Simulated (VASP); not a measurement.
# As (Im-3m) in VASP: single point with PBEsol

Aim: the single point of As with PBEsol.

All numbers are computed with VASP 6.6.1; they aren't measurements. Logs are shortened: lines on timing, memory, paths and dates and some standing lists are left out, and cuts for length are marked.

### 1 The cell of the first run

It takes space group Im-3m (No. 229, cubic). Conventional cell: a = 3.120 Å, b = 3.120 Å, c = 3.120 Å, α = 90.00°, β = 90.00°, γ = 90.00°. As (site symmetry m-3m) has 14 As at 2.70 to 3.12 Å within 3.6 Å.

This isn't the form of As at room conditions, which is rhombohedral.

### 2 Single point, PBEsol

The input, INCAR:

```
SYSTEM = As
PREC = Accurate
ENCUT = 500
EDIFF = 1E-6
ISMEAR = -1
SIGMA = 0.08
LREAL = .FALSE.
LASPH = .TRUE.
NELM = 120
ALGO = Normal
ISIF = 2
LWAVE = .FALSE.
LCHARG = .FALSE.
GGA = PS
ISYM = 0
NBANDS = 8
GGA_COMPAT = .FALSE.
```

The input, KPOINTS:

```
Automatic mesh
0
G
  18 18 18
  0 0 0
```

The input, POSCAR:

```
As
1.0
   -1.5601115730      1.5601115730      1.5601115730
    1.5601115730     -1.5601115730      1.5601115730
    1.5601115730      1.5601115730     -1.5601115730
As
1
Direct
    0.0000000000      0.0000000000      0.0000000000
```

Potentials or basis: VASP PAW PBE potentials, release 64 (As).

The run is started by

```console
cat potpaw_PBE.64/As/POTCAR > POTCAR
mpirun -np 1 vasp_std > vasp.out
```

OUTCAR:

```text
SYSTEM = As
   PREC = Accurate
   ENCUT = 500
   EDIFF = 1E-6
   ISMEAR = -1
   LREAL = .FALSE.
   LASPH = .TRUE.
   NELM = 120
   ISIF = 2
   GGA = PS
   ISYM = 0

 ion  position               nearest neighbor table
   1  0.000  0.000  0.000-

IMPORTANT INFORMATION: All symmetrisations will be switched off!
NOSYMM: (Re-)initialisation of all symmetry stuff for point group C_1.

----------------------------------------------------------------------------------------

                                     Primitive cell

  volume of cell :      15.1889

  direct lattice vectors                    reciprocal lattice vectors
    -1.560111573  1.560111573  1.560111573     0.000000000  0.320489899  0.320489899
     1.560111573 -1.560111573  1.560111573     0.320489899  0.000000000  0.320489899
     1.560111573  1.560111573 -1.560111573     0.320489899  0.320489899  0.000000000

  length of vectors
     2.702192510  2.702192510  2.702192510     0.453241161  0.453241161  0.453241161

  position of ions in fractional coordinates (direct lattice)
     0.000000000  0.000000000  0.000000000

  ion indices of the primitive-cell ions
   primitive index   ion index
                 1           1

----------------------------------------------------------------------------------------

 KPOINTS: Automatic mesh

Automatic generation of k-mesh.
 Grid dimensions read from file:
 generate k-points for:   18   18   18

 Generating k-lattice:

  Cartesian coordinates                     Fractional coordinates (reciprocal lattice)
     0.000000000  0.017804994  0.017804994     0.055555556  0.000000000  0.000000000
     0.017804994  0.000000000  0.017804994     0.000000000  0.055555556  0.000000000
     0.017804994  0.017804994  0.000000000     0.000000000  0.000000000  0.055555556

  Length of vectors
     0.025180065  0.025180065  0.025180065

  Shift w.r.t. Gamma in fractional coordinates (k-lattice)
     0.000000000  0.000000000  0.000000000

 Subroutine IBZKPT returns following result:
 ===========================================

 Found   2920 irreducible k-points:

 Following reciprocal coordinates:
            Coordinates               Weight
  0.000000  0.000000  0.000000      1.000000
  0.055556  0.000000  0.000000      2.000000
  0.000000  0.055556  0.000000      2.000000
  0.000000  0.000000  0.055556      2.000000
  0.055556  0.000000 -0.055556      2.000000
  0.055556 -0.055556  0.000000      2.000000
[... 16 lines left out ...]
  0.222222  0.000000 -0.222222      2.000000
  0.222222 -0.222222  0.000000      2.000000
 [... further k-points ...]
   k-points           NKPTS =   2920   k-points in BZ     NKDIM =   2920   number of bands    NBANDS=      8
   number of dos      NEDOS =    301   number of ions     NIONS =      1
   total plane-waves  NPLWV =   8000
   dimension x,y,z NGX =    20 NGY =   20 NGZ =   20
   dimension x,y,z NGXF=    40 NGYF=   40 NGZF=   40
   ions per type =               1
   NGX,Y,Z   is equivalent  to a cutoff of  12.30, 12.30, 12.30 a.u.
   NGXF,Y,Z  is equivalent  to a cutoff of  24.61, 24.61, 24.61 a.u.
 SYSTEM =  As
   PREC   = accura    normal or accurate (medium, high low for compatibility)
   ISTART =      0    job   : 0-new  1-cont  2-samecut
   ICHARG =      2    charge: 1-file 2-atom 10-const
   ISPIN  =      1    spin polarized calculation?
   LNONCOLLINEAR =      F non collinear calculations
   LSORBIT =      F    spin-orbit coupling
   LASPH  =      T    aspherical Exc in radial PAW
   ENCUT  =  500.0 eV  36.75 Ry    6.06 a.u.   4.93  4.93  4.93*2*pi/ulx,y,z
   NELM   =    120;   NELMIN=  2; NELMDL= -5     # of ELM steps
   EDIFF  = 0.1E-05   stopping-criterion for ELM
   LREAL  =      F    real-space projection
   EDIFFG = 0.1E-04   stopping-criterion for IOM
   NSW    =      0    number of steps for IOM
   IBRION =     -1    ionic relax: 0-MD 1-quasi-New 2-CG
   NFREE  =      0    steps in history (QN), initial steepest desc. (CG)
   ISIF   =      2    stress and relaxation
   ISYM   =      0    0-nonsym 1-usesym 2-fastsym
   POTIM  = 0.5000    time-step for ionic-motion
   TEBEG  =    0.0;   TEEND  =   0.0 temperature during run
   PSTRESS=    0.0 pullay stress
   NELECT =       5.0000    total number of electrons
   NUPDOWN=      -1.0000    fix difference up-down
   EMIN   =  10.00;   EMAX   =-10.00  energy-range for DOS
   EFERMI =   0.00;   METHOD = LEGACY
   ISMEAR =    -1;   SIGMA  =   0.08  broadening in eV -4-tet -1-fermi 0-gaus
   EFERMI_NEDOS =   21; number of points for ismear=-14 and -15
   IALGO  =     38    algorithm
   IMIX   =      4    mixing-type and parameters
     AMIX     =   0.40;   BMIX     =  1.00
     AMIX_MAG =   1.60;   BMIX_MAG =  1.00
  volume/ion in A,a.u.               =      15.19       102.50
  Fermi-wavevector in a.u.,A,eV,Ry     =   1.130375  2.136099 17.384809  1.277747
  Thomas-Fermi vector in A             =   2.267071
   LORBIT       =      0    0 simple, 1 ext, 2 COOP (PROOUT), +10 PAW based schemes
   GGA     = PS    functional components
   LHFCALC =     F    Hartree Fock is set to
   AEXX    =    0.0000 exact exchange contribution
   IVDW    =     0    specifies the selected vdW correction
   LEPSILON=     F    determine dielectric tensor
   LRPA    =     F    only Hartree local field effects (RPA)
 non-spin polarized calculation
  energy-cutoff  :      500.00
  volume of cell :       15.19
 maximum number of plane-waves:       397
   NGX =  9   NGY =  9   NGZ =  9

 number of electron       4.9999998 magnetization

 Free energy of the ion-electron system (eV)
  ---------------------------------------------------
  ext. energy  EPLUGINS =         0.00000000
  ---------------------------------------------------
  free energy    TOTEN  =        -4.53776317 eV

  energy without entropy =       -4.52892578  energy(sigma->0) =       -4.53334448

 E-fermi :   9.1522     XC(G=0): -11.8728

 val. band max:        9.0761906181   @ k =   0.2778   0.0556  -0.2222
 cond. band min:       9.1570086028   @ k =   0.0556  -0.3333   0.4444
 fundamental gap:      0.0808179847
 Fermi energy:         9.1521765858

 k-point     1 :       0.0000    0.0000    0.0000
  band No.  band energies     occupation
      1      -8.1858      2.00000
      2      17.1847      0.00000
      3      17.1847      0.00000
      4      17.1847      0.00000
      5      23.3715      0.00000
      6      23.3715      0.00000
      7      23.3715      0.00000
      8      26.3093      0.00000

 k-point     2 :       0.0556    0.0000    0.0000
  band No.  band energies     occupation
      1      -8.0921      2.00000
      2      16.4555      0.00000
      3      16.8231      0.00000
      4      17.0994      0.00000
      5      22.8492      0.00000
      6      23.0999      0.00000
      7      23.8883      0.00000
      8      25.1936      0.00000

 k-point     3 :       0.0000    0.0556    0.0000
  band No.  band energies     occupation
      1      -8.0921      2.00000
      2      16.4555      0.00000
      3      16.8231      0.00000
      4      17.0994      0.00000
      5      22.8492      0.00000
      6      23.0999      0.00000
      7      23.8883      0.00000
      8      25.1936      0.00000

 k-point     4 :       0.0000    0.0000    0.0556
  band No.  band energies     occupation
      1      -8.0921      2.00000
      2      16.4555      0.00000
      3      16.8231      0.00000
      4      17.0994      0.00000
      5      22.8492      0.00000
      6      23.0999      0.00000
      7      23.8883      0.00000
      8      25.1936      0.00000

 k-point     5 :       0.0556    0.0000   -0.0556
  band No.  band energies     occupation
      1      -8.0921      2.00000
      2      16.4555      0.00000
      3      16.8231      0.00000
      4      17.0994      0.00000
      5      22.8492      0.00000
      6      23.0999      0.00000
      7      23.8883      0.00000
      8      25.1936      0.00000

 k-point     6 :       0.0556   -0.0556    0.0000
  band No.  band energies     occupation
      1      -8.0921      2.00000
      2      16.4555      0.00000
      3      16.8231      0.00000
      4      17.0994      0.00000
      5      22.8492      0.00000
      6      23.0999      0.00000
      7      23.8883      0.00000
      8      25.1936      0.00000

 k-point     7 :       0.0000    0.0556   -0.0556
  band No.  band energies     occupation
      1      -8.0921      2.00000
      2      16.4555      0.00000
      3      16.8231      0.00000
      4      17.0994      0.00000
      5      22.8492      0.00000
      6      23.0999      0.00000
      7      23.8883      0.00000
      8      25.1936      0.00000
[... 133 lines left out ...]
 k-point    20 :       0.2222    0.0000    0.0000
  band No.  band energies     occupation
      1      -6.6908      2.00000
      2      10.1056      0.00001
      3      14.1021      0.00000
      4      16.0266      0.00000
      5      19.9636      0.00000
      6      20.0127      0.00000
      7      25.1660      0.00000
      8      26.3153      0.00000

 k-point    21 :       0.0000    0.2222    0.0000
  band No.  band energies     occupation
      1      -6.6908      2.00000
      2      10.1056      0.00001
      3      14.1021      0.00000
      4      16.0266      0.00000
      5      19.9636      0.00000
      6      20.0127      0.00000
      7      25.1660      0.00000
      8      26.3153      0.00000

 k-point    22 :       0.0000    0.0000    0.2222
  band No.  band energies     occupation
      1      -6.6908      2.00000
      2      10.1056      0.00001
      3      14.1021      0.00000
      4      16.0266      0.00000
      5      19.9636      0.00000
      6      20.0127      0.00000
      7      25.1660      0.00000
      8      26.3153      0.00000

 k-point    23 :       0.2222    0.0000   -0.2222
  band No.  band energies     occupation
      1      -6.6908      2.00000
      2      10.1056      0.00001
      3      14.1021      0.00000
      4      16.0266      0.00000
      5      19.9636      0.00000
      6      20.0127      0.00000
      7      25.1660      0.00000
      8      26.3153      0.00000

 k-point    24 :       0.2222   -0.2222    0.0000
  band No.  band energies     occupation
      1      -6.6908      2.00000
      2      10.1056      0.00001
      3      14.1021      0.00000
      4      16.0266      0.00000
      5      19.9636      0.00000
      6      20.0127      0.00000
      7      25.1660      0.00000
      8      26.3153      0.00000

 [... further k-points ...]

------------------------ aborting loop because EDIFF is reached ----------------------------------------

  FORCE on cell =-STRESS in cart. coord.  units (eV):
  Direction    XX          YY          ZZ          XY          YZ          ZX
  --------------------------------------------------------------------------------------
  -------------------------------------------------------------------------------------
  Total        2.4097333      2.4097334      2.4097334      0.0000012      0.0000014      0.0000011
  in kB      254.1865684    254.1865763    254.1865737      0.0001312      0.0001470      0.0001191
  external PRESSURE =     254.1865728 kB  Pullay stress =       0.0000000 kB

 VOLUME and BASIS-vectors are now :
 -----------------------------------------------------------------------------
  energy-cutoff  :      500.00
  volume of cell :       15.19
      direct lattice vectors                 reciprocal lattice vectors
    -1.560111573  1.560111573  1.560111573     0.000000000  0.320489899  0.320489899
     1.560111573 -1.560111573  1.560111573     0.320489899  0.000000000  0.320489899
     1.560111573  1.560111573 -1.560111573     0.320489899  0.320489899  0.000000000

 POSITION                                       TOTAL-FORCE (eV/Angst)
 -----------------------------------------------------------------------------------
      0.00000      0.00000      0.00000        -0.000000      0.000000      0.000000
 -----------------------------------------------------------------------------------
    total drift:                               -0.000000      0.000000      0.000000

  FREE ENERGIE OF THE ION-ELECTRON SYSTEM (eV)
  ---------------------------------------------------
  free  energy   TOTEN  =        -4.5377631703 eV

  energy  without entropy=       -4.5289257810  energy(sigma->0) =       -4.53334448
```

Wall time 5.7 min (1 thread of Oxide Virtual Turin-like, shared host); peak memory 0.38 GiB.

Results:

```yaml
Free_energy: -4.5378 eV
Pressure: 25.4 GPa
Band_gap_on_the_k_mesh: zero (an odd number of electrons rules out a gap without spin polarisation)
```

Levels at points of the mesh, in eV from the Fermi level:
```tsv
k point	band 1	band 2	band 3	band 4	band 5	band 6
(0.00, 0.00, 0.00)	-17.34	8.03	8.03	8.03	14.22	14.22
(0.50, 0.00, 0.00)	-10.88	-8.27	2.63	5.44	8.73	8.74
(0.00, 0.50, 0.00)	-10.88	-8.27	2.63	5.44	8.73	8.74
(0.00, 0.00, 0.50)	-10.88	-8.27	2.63	5.44	8.73	8.74
(0.50, 0.00, 0.50)	-10.88	-8.27	2.63	5.44	8.73	8.74
(0.50, 0.50, 0.00)	-10.88	-8.27	2.63	5.44	8.73	8.74
(0.00, 0.50, 0.50)	-10.88	-8.27	2.63	5.44	8.73	8.74
(0.50, 0.50, 0.50)	-5.31	-2.81	-2.81	-2.81	2.95	2.95
```

Caveat: the cell stands under pressure; the PAW data sets were made with another functional, which shifts forces and pressure a little; an odd number of electrons without spin polarisation forces a metal; a magnetic or distorted state may lie lower.

The gap in the log of VASP goes by the Fermi energy; the results here count the filled bands.